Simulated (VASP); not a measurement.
# Al (Cmcm) in VASP: further runs

The runs below take Al through single point, with PBE+D3(BJ).

Program: VASP 6.6.1. These are calculated values, not measurements. Logs are shortened: lines on timing, memory, paths and dates and some standing lists are left out, and cuts for length are marked.

## 1. The cell of the first run

The structure is orthorhombic, space group Cmcm (No. 63). Conventional cell: a = 2.756 Å, b = 4.969 Å, c = 4.867 Å, α = 90.00°, β = 90.00°, γ = 90.00°. Within 3.6 Å of Al (site symmetry m2m) lie 12 Al at 2.76 to 2.94 Å.

## 2. Single point, PBE+D3(BJ) (strain -0.0200 x Voigt [1, -1, 0, 0, 0, 0])

Input file INCAR:

```
PREC     = Accurate       # precision mode
ENCUT    = 520            # plane-wave cutoff, eV
EDIFF    = 1E-6           # SCF threshold, eV
ISMEAR   = 0              # smearing method
SIGMA    = 0.15           # smearing width, eV
LREAL    = F              # projectors in reciprocal space
LASPH    = T              # aspherical terms in the spheres
NELM     = 80             # most SCF steps
ALGO     = Fast           # electronic algorithm
ISIF     = 2              # what is computed and relaxed
LWAVE    = F              # write WAVECAR
LCHARG   = F              # write CHGCAR
GGA      = PE             # functional
IVDW     = 12             # dispersion correction
NBANDS   = 10             # bands
```

Input file KPOINTS:

```
regular mesh
0
Gamma
  18 18 10
```

Input file POSCAR:

```
Al
1.0
    2.7562062445      0.0000000000      0.0000000000
   -1.3781031222      2.4843709370      0.0000000000
    0.0000000000      0.0000000000      4.8668500000
Al
2
Direct
    0.6666666667      0.3333333333      0.7500000000
    0.3333333333      0.6666666667      0.2500000000
```

Potentials or basis: VASP PAW PBE potentials, release 64 (Al).

Launch:

```
$ cat potpaw_PBE.64/Al/POTCAR > POTCAR
$ mpirun -np 1 vasp_std > vasp.out
```

OUTCAR:

```text
PREC = Accurate
   ENCUT = 520
   EDIFF = 1E-6
   ISMEAR = 0
   LREAL = F
   LASPH = T
   NELM = 80
   ISIF = 2
   GGA = PE
   IVDW = 12
 IVDW          = 12

 ion  position               nearest neighbor table
   1  0.667  0.333  0.750-   2 2.92   2 2.92   2 2.92   2 2.92   2 2.94   2 2.94
   2  0.333  0.667  0.250-   1 2.92   1 2.92   1 2.92   1 2.92   1 2.94   1 2.94

  LATTYP: Found a base centered orthorhombic cell.
 ALAT       =     2.7562062445
 B/A-ratio  =     1.8027467589
 C/A-ratio  =     1.7657785986

  Lattice vectors:

 A1 = (   1.3781031222,  -2.4843709370,   0.0000000000)
 A2 = (   1.3781031223,   2.4843709370,   0.0000000000)
 A3 = (   0.0000000000,   0.0000000000,   4.8668500000)

Analysis of symmetry for initial positions (statically):
=====================================================================
 Subroutine PRICEL returns:
 Original cell was already a primitive cell.

 Routine SETGRP: Setting up the symmetry group for a
 base centered orthorhombic supercell.

 Subroutine GETGRP returns: Found  8 space group operations
 (whereof  4 operations were pure point group operations)
 out of a pool of  8 trial point group operations.

The static configuration has the point symmetry C_2h.
 The point group associated with its full space group is D_2h.

Analysis of symmetry for dynamics (positions and initial velocities):
=====================================================================
 Subroutine PRICEL returns:
 Original cell was already a primitive cell.

 Routine SETGRP: Setting up the symmetry group for a
 base centered orthorhombic supercell.

 Subroutine GETGRP returns: Found  8 space group operations
 (whereof  4 operations were pure point group operations)
 out of a pool of  8 trial point group operations.

The dynamic configuration has the point symmetry C_2h.
 The point group associated with its full space group is D_2h.

 Subroutine INISYM returns: Found  8 space group operations
 (whereof  4 operations are pure point group operations),
 and found     1 'primitive' translations

----------------------------------------------------------------------------------------

                                     Primitive cell

  volume of cell :      33.3255

  direct lattice vectors                    reciprocal lattice vectors
     2.756206244  0.000000000  0.000000000     0.362817551  0.201258191  0.000000000
    -1.378103122  2.484370937  0.000000000     0.000000000  0.402516382  0.000000000
     0.000000000  0.000000000  4.866850000     0.000000000  0.000000000  0.205471712

  length of vectors
     2.756206244  2.840997566  4.866850000     0.414899307  0.402516382  0.205471712

  position of ions in fractional coordinates (direct lattice)
     0.666666667  0.333333333  0.750000000
     0.333333333  0.666666667  0.250000000

  ion indices of the primitive-cell ions
   primitive index   ion index
                 1           1
                 2           2

----------------------------------------------------------------------------------------

 KPOINTS: regular mesh

Automatic generation of k-mesh.
 Grid dimensions read from file:
 generate k-points for:   18   18   10

 Generating k-lattice:

  Cartesian coordinates                     Fractional coordinates (reciprocal lattice)
     0.020156531  0.011181011  0.000000000     0.055555556 -0.000000000  0.000000000
     0.000000000  0.022362021  0.000000000     0.000000000  0.055555556  0.000000000
     0.000000000  0.000000000  0.020547171     0.000000000  0.000000000  0.100000000

  Length of vectors
     0.023049961  0.022362021  0.020547171

  Shift w.r.t. Gamma in fractional coordinates (k-lattice)
     0.000000000  0.000000000  0.000000000

 Subroutine IBZKPT returns following result:
 ===========================================

 Found    546 irreducible k-points:

 Following reciprocal coordinates:
            Coordinates               Weight
  0.000000  0.000000  0.000000      1.000000
  0.055556 -0.000000  0.000000      4.000000
  0.111111 -0.000000  0.000000      4.000000
  0.166667 -0.000000  0.000000      4.000000
  0.222222 -0.000000  0.000000      4.000000
  0.277778 -0.000000  0.000000      4.000000
[... 16 lines left out ...]
 -0.333333  0.055556  0.000000      4.000000
 -0.277778  0.055556  0.000000      4.000000
 [... further k-points ...]
   k-points           NKPTS =    546   k-points in BZ     NKDIM =    546   number of bands    NBANDS=     10
   number of dos      NEDOS =    301   number of ions     NIONS =      2
   total plane-waves  NPLWV =  17280
   dimension x,y,z NGX =    20 NGY =   24 NGZ =   36
   dimension x,y,z NGXF=    40 NGYF=   48 NGZF=   72
   ions per type =               2
   NGX,Y,Z   is equivalent  to a cutoff of  12.06, 14.04, 12.30 a.u.
   NGXF,Y,Z  is equivalent  to a cutoff of  24.13, 28.09, 24.59 a.u.
 SYSTEM =  unknown system
   PREC   = accura    normal or accurate (medium, high low for compatibility)
   ISTART =      0    job   : 0-new  1-cont  2-samecut
   ICHARG =      2    charge: 1-file 2-atom 10-const
   ISPIN  =      1    spin polarized calculation?
   LNONCOLLINEAR =      F non collinear calculations
   LSORBIT =      F    spin-orbit coupling
   LASPH  =      T    aspherical Exc in radial PAW
   ENCUT  =  520.0 eV  38.22 Ry    6.18 a.u.   5.12  5.28  9.05*2*pi/ulx,y,z
   NELM   =     80;   NELMIN=  2; NELMDL= -5     # of ELM steps
   EDIFF  = 0.1E-05   stopping-criterion for ELM
   LREAL  =      F    real-space projection
   EDIFFG = 0.1E-04   stopping-criterion for IOM
   NSW    =      0    number of steps for IOM
   IBRION =     -1    ionic relax: 0-MD 1-quasi-New 2-CG
   NFREE  =      0    steps in history (QN), initial steepest desc. (CG)
   ISIF   =      2    stress and relaxation
   ISYM   =      2    0-nonsym 1-usesym 2-fastsym
   POTIM  = 0.5000    time-step for ionic-motion
   TEBEG  =    0.0;   TEEND  =   0.0 temperature during run
   PSTRESS=    0.0 pullay stress
   NELECT =       6.0000    total number of electrons
   NUPDOWN=      -1.0000    fix difference up-down
   EMIN   =  10.00;   EMAX   =-10.00  energy-range for DOS
   EFERMI =   0.00;   METHOD = LEGACY
   ISMEAR =     0;   SIGMA  =   0.15  broadening in eV -4-tet -1-fermi 0-gaus
   EFERMI_NEDOS =   21; number of points for ismear=-14 and -15
   IALGO  =     68    algorithm
   IMIX   =      4    mixing-type and parameters
     AMIX     =   0.40;   BMIX     =  1.00
     AMIX_MAG =   1.60;   BMIX_MAG =  1.00
  volume/ion in A,a.u.               =      16.66       112.45
  Fermi-wavevector in a.u.,A,eV,Ry     =   0.924414  1.746889 11.626741  0.854541
  Thomas-Fermi vector in A             =   2.050157
   LORBIT       =      0    0 simple, 1 ext, 2 COOP (PROOUT), +10 PAW based schemes
   GGA     = PE    functional components
   LHFCALC =     F    Hartree Fock is set to
   AEXX    =    0.0000 exact exchange contribution
   IVDW    =    12    specifies the selected vdW correction
   LEPSILON=     F    determine dielectric tensor
   LRPA    =     F    only Hartree local field effects (RPA)
 non-spin polarized calculation
 RMM-DIIS sequential band-by-band and
 Gauss-broadening in eV      SIGMA  =   0.15
  energy-cutoff  :      520.00
  volume of cell :       33.33
 maximum number of plane-waves:       912
   NGX = 11   NGY = 11   NGZ = 19

 number of electron       6.0000000 magnetization

 Free energy of the ion-electron system (eV)
  ---------------------------------------------------
  ext. energy  EPLUGINS =         0.00000000
  ---------------------------------------------------
  free energy    TOTEN  =        -7.41777728 eV

  energy without entropy =       -7.40812669  energy(sigma->0) =       -7.41295198

 E-fermi :   7.8676     XC(G=0): -10.1604

 val. band max:        7.8626471075   @ k =   0.2222   0.2778   0.5000
 cond. band min:       7.8682463109   @ k =   0.1111   0.2778   0.3000
 fundamental gap:      0.0055992034
 Fermi energy:         7.8676321800

 k-point     1 :       0.0000    0.0000    0.0000
  band No.  band energies     occupation
      1      -3.1743      2.00000
      2       2.8269      2.00000
      3       3.0648      2.00000
      4      18.6412      0.00000
      5      18.9390      0.00000
      6      19.2164      0.00000
      7      19.8287      0.00000
      8      20.1489      0.00000
      9      20.2654      0.00000
     10      22.6140      0.00000

 k-point     2 :       0.0556   -0.0000    0.0000
  band No.  band energies     occupation
      1      -3.0957      2.00000
      2       2.9039      2.00000
      3       3.1382      2.00000
      4      17.7823      0.00000
      5      17.9759      0.00000
      6      18.9933      0.00000
      7      20.1280      0.00000
      8      20.3109      0.00000
      9      20.5441      0.00000
     10      22.4224      0.00000

 k-point     3 :       0.1111   -0.0000    0.0000
  band No.  band energies     occupation
      1      -2.8600      2.00000
      2       3.1343      2.00000
      3       3.3586      2.00000
      4      15.8376      0.00000
      5      16.8763      0.00000
      6      18.4199      0.00000
      7      19.9185      0.00000
      8      20.3856      0.00000
      9      21.3493      0.00000
     10      21.7404      0.00000

 k-point     4 :       0.1667   -0.0000    0.0000
  band No.  band energies     occupation
      1      -2.4682      2.00000
      2       3.5155      2.00000
      3       3.7259      2.00000
      4      13.7083      0.00000
      5      16.0353      0.00000
      6      17.5566      0.00000
      7      18.8758      0.00000
      8      19.3893      0.00000
      9      20.8067      0.00000
     10      21.0008      0.00000

 k-point     5 :       0.2222   -0.0000    0.0000
  band No.  band energies     occupation
      1      -1.9216      2.00000
      2       4.0422      2.00000
      3       4.2400      2.00000
      4      11.6577      0.00000
      5      15.3103      0.00000
      6      16.4237      0.00000
      7      17.4287      0.00000
      8      17.6369      0.00000
      9      20.2670      0.00000
     10      21.0718      0.00000

 k-point     6 :       0.2778   -0.0000    0.0000
  band No.  band energies     occupation
      1      -1.2221      2.00000
      2       4.7023      2.00000
      3       4.9008      2.00000
      4       9.7282      0.00000
      5      14.5991      0.00000
      6      15.0856      0.00000
      7      15.5031      0.00000
      8      16.7585      0.00000
      9      19.7695      0.00000
     10      20.6039      0.00000
[... 183 lines left out ...]
 k-point    21 :      -0.4444    0.0556    0.0000
  band No.  band energies     occupation
      1       1.2655      2.00000
      2       5.1307      2.00000
      3       7.2685      2.00000
      4       7.3544      2.00000
      5      11.0321      0.00000
      6      11.2405      0.00000
      7      12.9719      0.00000
      8      16.6701      0.00000
      9      18.1389      0.00000
     10      18.6660      0.00000

 k-point    22 :      -0.3889    0.0556    0.0000
  band No.  band energies     occupation
      1       0.1927      2.00000
      2       5.8140      2.00000
      3       6.2462      2.00000
      4       7.2853      2.00000
      5      12.3875      0.00000
      6      12.8329      0.00000
      7      13.4403      0.00000
      8      16.8873      0.00000
      9      18.4285      0.00000
     10      19.0322      0.00000

 k-point    23 :      -0.3333    0.0556    0.0000
  band No.  band energies     occupation
      1      -0.7351      2.00000
      2       5.1440      2.00000
      3       5.3630      2.00000
      4       8.8250      0.00000
      5      13.4248      0.00000
      6      14.4677      0.00000
      7      14.5686      0.00000
      8      17.2460      0.00000
      9      18.8305      0.00000
     10      19.5473      0.00000

 k-point    24 :      -0.2778    0.0556    0.0000
  band No.  band energies     occupation
      1      -1.5143      2.00000
      2       4.4285      2.00000
      3       4.6247      2.00000
      4      10.6726      0.00000
      5      14.1690      0.00000
      6      15.9815      0.00000
      7      16.4275      0.00000
      8      17.7476      0.00000
      9      19.3379      0.00000
     10      20.2076      0.00000

 [... further k-points ...]

------------------------ aborting loop because EDIFF is reached ----------------------------------------

 Edisp (eV)   -0.66598

 E8    (eV) :    -0.2978

  FORCE on cell =-STRESS in cart. coord.  units (eV):
  Direction    XX          YY          ZZ          XY          YZ          ZX
  --------------------------------------------------------------------------------------
  -------------------------------------------------------------------------------------
  Total      -0.20368    -0.72303    -0.99620    -0.00000    -0.00000     0.00000
  in kB      -9.79206   -34.76092   -47.89387    -0.00000    -0.00000     0.00000
  external pressure =      -30.82 kB  Pullay stress =        0.00 kB

 VOLUME and BASIS-vectors are now :
 -----------------------------------------------------------------------------
  energy-cutoff  :      520.00
  volume of cell :       33.33
      direct lattice vectors                 reciprocal lattice vectors
     2.756206244  0.000000000  0.000000000     0.362817551  0.201258191  0.000000000
    -1.378103122  2.484370937  0.000000000     0.000000000  0.402516382  0.000000000
     0.000000000  0.000000000  4.866850000     0.000000000  0.000000000  0.205471712

 POSITION                                       TOTAL-FORCE (eV/Angst)
 -----------------------------------------------------------------------------------
      1.37810      0.82812      3.65014         0.000000      0.004450     -0.000000
     -0.00000      1.65625      1.21671        -0.000000     -0.004450      0.000000
 -----------------------------------------------------------------------------------
    total drift:                                0.000000     -0.000000     -0.000000

  FREE ENERGIE OF THE ION-ELECTRON SYSTEM (eV)
  ---------------------------------------------------
  free  energy   TOTEN  =        -8.0837566993 eV

  energy  without entropy=       -8.0741061107  energy(sigma->0) =       -8.07893140
```

Run time: 72 s. Hardware: 1 thread of Intel Xeon Platinum 8124M at 3.00GHz (Skylake/Cascade Lake), shared host; peak memory 0.26 GiB.

Results:

```yaml
Free_energy: -8.0838 eV
Pressure: -3.1 GPa
Largest_force: 0.004 eV/Å
Band_gap_on_the_k_mesh: zero (band 3 reaches 11.62 eV, above the bottom of band 4 at 4.52 eV)
Dispersion_energy_per_atom: -0.333 eV
```

Forces in eV/Å, atoms in the order of the input:
```
Al   0.000  0.004  0.000
Al   0.000 -0.004  0.000
```

Stress tensor (GPa, compression positive):
```
-0.98  0.00  0.00
 0.00 -3.48  0.00
 0.00  0.00 -4.79
```

Caveat: the cell differs from its parent crystal (strain -0.0200 x Voigt [1, -1, 0, 0, 0, 0]); pairwise dispersion overbinds metals, which lowers pressure and volume.

## 3. Single point, PBE+D3(BJ) (strain +0.0150 x Voigt [1, -1, 0, 0, 0, 0])

Input file INCAR:

```
ALGO = Fast
EDIFF = 1E-7
ENCUT = 520
GGA = PE
ISIF = 2
ISMEAR = 0
IVDW = 12
LASPH = True
LCHARG = True
LELF = True
LREAL = False
LVHAR = True
LWAVE = False
NBANDS = 10
NELM = 80
PREC = Accurate
SIGMA = 0.15
```

Input file KPOINTS:

```
k-points
0
Gamma
  18 18 10
```

Input file POSCAR:

```
Al
1.0
    2.8546421818      0.0000000000      0.0000000000
   -1.4273210909      2.3991229147      0.0000000000
    0.0000000000      0.0000000000      4.8668500000
Al
2
Direct
    0.6666666667      0.3333333333      0.7500000000
    0.3333333333      0.6666666667      0.2500000000
```

Potentials or basis: VASP PAW PBE potentials, release 64 (Al).

Launch:

```
$ cat potpaw_PBE.64/Al/POTCAR > POTCAR
$ mpirun -np 1 vasp_std > vasp.out
```

Run time: 93 s. Hardware: 1 thread of Intel Xeon Platinum 8124M at 3.00GHz (Skylake/Cascade Lake), shared host; peak memory 0.27 GiB.

Results (log left out):

* Free energy: -8.0862 eV
* Pressure: -3.1 GPa
* Band gap on the k mesh: zero (band 3 reaches 11.53 eV, above the bottom of band 4 at 4.70 eV)
* Dispersion energy per atom: -0.333 eV

Stress tensor (GPa, compression positive):
```
-3.16  0.00  0.00
 0.00 -1.45  0.00
 0.00  0.00 -4.73
```

Levels at points of the mesh, in eV from the Fermi level:
```csv
k point,band 1,band 2,band 3,band 4,band 5,band 6,band 7,band 8
"(0.00, 0.00, 0.00)",-11.04,-5.04,-4.80,11.12,11.12,11.27,11.84,12.07
"(0.50, 0.00, 0.00)",-5.11,-4.96,0.54,0.56,1.25,1.42,6.57,8.05
"(0.00, 0.50, 0.00)",-4.78,-4.77,0.79,0.86,1.60,1.60,5.72,7.37
"(0.00, 0.00, 0.50)",-9.49,-9.49,2.41,2.41,12.12,12.12,12.87,12.87
"(0.50, 0.00, 0.50)",-3.85,-3.85,-3.17,-3.17,7.49,7.49,7.79,7.79
"(0.00, 0.50, 0.50)",-3.65,-3.65,-2.83,-2.83,7.06,7.06,7.34,7.34
```

Caveat: the cell differs from its parent crystal (strain +0.0150 x Voigt [1, -1, 0, 0, 0, 0]); pairwise dispersion overbinds metals, which lowers pressure and volume.

## 4. Single point, PBE+D3(BJ) (strain -0.0100 x Voigt [1, -1, 0, 0, 0, 0])

Input file INCAR:

```
PREC = Accurate
ENCUT = 520
EDIFF = 1E-6
ISMEAR = 0
SIGMA = 0.15
LREAL = False
LASPH = True
NELM = 100
ALGO = Fast
ISIF = 2
LWAVE = False
LCHARG = False
GGA = PE
IVDW = 12
NBANDS = 10
```

Input file KPOINTS:

```
regular mesh
0
Gamma
  18 18 10
```

Input file POSCAR:

```
Al
1.0
    2.7843307980      0.0000000000      0.0000000000
   -1.3921653990      2.4600143592      0.0000000000
    0.0000000000      0.0000000000      4.8668500000
Al
2
Direct
    0.6666666667      0.3333333333      0.7500000000
    0.3333333333      0.6666666667      0.2500000000
```

Launch:

```
$ cat potpaw_PBE.64/Al/POTCAR > POTCAR
$ mpirun -np 1 vasp_std > vasp.out
```

It took 66 s on 1 thread of Intel Xeon Platinum 8124M at 3.00GHz (Skylake/Cascade Lake), shared host; peak memory 0.27 GiB.

Results (log left out):

* Free energy: -8.0876 eV
* Pressure: -3.2 GPa
* Band gap on the k mesh: zero (band 3 reaches 11.60 eV, above the bottom of band 4 at 4.66 eV)
* Dispersion energy per atom: -0.333 eV

Forces in eV/Å, atoms in the order of the input:
```
Al   0.000  0.002  0.000
Al   0.000 -0.002  0.000
```

Stress tensor (GPa, compression positive):
```
-1.73  0.00  0.00
 0.00 -3.15  0.00
 0.00  0.00 -4.65
```

Levels at points of the mesh, in eV from the Fermi level:
| k point | band 1 | band 2 | band 3 | band 4 | band 5 | band 6 |
| --- | --- | --- | --- | --- | --- | --- |
| (0.00, 0.00, 0.00) | -11.05 | -5.04 | -4.81 | 11.06 | 11.32 | 11.38 |
| (0.50, 0.00, 0.00) | -4.93 | -4.86 | 0.68 | 0.71 | 1.44 | 1.51 |
| (0.00, 0.50, 0.00) | -5.15 | -4.99 | 0.49 | 0.53 | 1.20 | 1.39 |
| (0.00, 0.00, 0.50) | -9.49 | -9.49 | 2.41 | 2.41 | 12.22 | 12.22 |
| (0.50, 0.00, 0.50) | -3.74 | -3.74 | -2.98 | -2.98 | 7.39 | 7.39 |
| (0.00, 0.50, 0.50) | -3.88 | -3.88 | -3.21 | -3.21 | 7.49 | 7.49 |

Caveat: the cell differs from its parent crystal (strain -0.0100 x Voigt [1, -1, 0, 0, 0, 0]); pairwise dispersion overbinds metals, which lowers pressure and volume.

## 5. The runs side by side

```tsv
cell	further INCAR settings	gap on the mesh (eV)	pressure (GPa)
a = 2.756, b = 2.841, c = 4.867 Å, angles 90.0, 90.0, 119.0°, 2 atoms	ALGO = Fast; EDIFF = 1e-06; NBANDS = 10	none	-3.1
a = 2.855, b = 2.792, c = 4.867 Å, angles 90.0, 90.0, 120.7°, 2 atoms	ALGO = Fast; EDIFF = 1e-07; NBANDS = 10	none	-3.1
a = 2.784, b = 2.827, c = 4.867 Å, angles 90.0, 90.0, 119.5°, 2 atoms	ALGO = Fast; EDIFF = 1e-06; NBANDS = 10	none	-3.2
```

Alike in all rows: task single point; level PBE+D3(BJ); potentials or basis VASP PAW PBE potentials, release 64 (Al); no spin polarisation; k mesh 18 × 18 × 10; cutoff (eV) 520; smearing gaussian 0.15 eV.

Caveats: pairwise dispersion overbinds metals, which lowers pressure and volume.

Total energies depend on the potentials used, so only differences within one code and one set of settings carry meaning.
